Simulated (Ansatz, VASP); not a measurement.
## Mg: VASP beside Ansatz

The input INCAR:

```
SYSTEM = Mg
PREC = Accurate
ENCUT = 520
EDIFF = 1E-6
ISMEAR = 1
SIGMA = 0.1
LREAL = .FALSE.
LASPH = .TRUE.
NELM = 60
ALGO = Normal
ISIF = 2
LWAVE = .FALSE.
LCHARG = .FALSE.
GGA = PE
NBANDS = 9
```

KPOINTS

```
regular mesh
0
G
  11 11 6
  0 0 0
```

POSCAR

```
Mg
1.0
    3.1953117277      0.0000000000      0.0000000000
   -1.5976558638      2.7672211292      0.0000000000
    0.0000000000      0.0000000000      5.1879445283
Mg
2
Direct
    0.3333333333      0.6666666667      0.2500000000
    0.6666666667      0.3333333333      0.7500000000
```

Input for Ansatz:

```yaml
crystal:
  lattice:
    - [3.1953117277, 0.0, 0.0]
    - [-1.5976558638, 2.7672211292, 0.0]
    - [0.0, 0.0, 5.1879445283]
  atoms:
    - { symbol: Mg, position: [0.3333333333, 0.6666666667, 0.25] }
    - { symbol: Mg, position: [0.6666666667, 0.3333333333, 0.75] }
hamiltonian:
  xc: pbe
  pseudopotentials:
    kind: paw
    azcp:
      Mg: "pseudopotentials/Mg.paw.azcp"
basis:
  ecutwfc: 420
  fft_grid_basis: typed
kpoints:
  mp_grid: { grid: [11, 11, 6], shift: [0, 0, 0] }
magnetization:
  spin_polarized: false
scf:
  occupations: { method: methfessel_paxton, width: 0.1 }
  lower_state_search: "off"
output:
  stress: true
```

Alike in both runs: task single point; functional PBE; k mesh 11 × 11 × 6; occupations methfessel-paxton of order 1, width 0.1 eV; no spin polarisation.

```csv
,VASP,Ansatz
version,VASP 6.6.1,Ansatz 0.2.0
potentials or method,"VASP PAW PBE potentials, release 64 (Mg), cutoff 520 eV","plane waves (420 eV) with PAW, scalar-relativistic"
valence electrons in the cell,4,20
```

|  | VASP | Ansatz | Ansatz less VASP |
| --- | --- | --- | --- |
| pressure (GPa) | -0.2 | 0.0 | +0.13 |

VASP's potentials hold 4 valence electrons a cell and Ansatz's 20, so a difference there can come from the potentials and not from the codes.
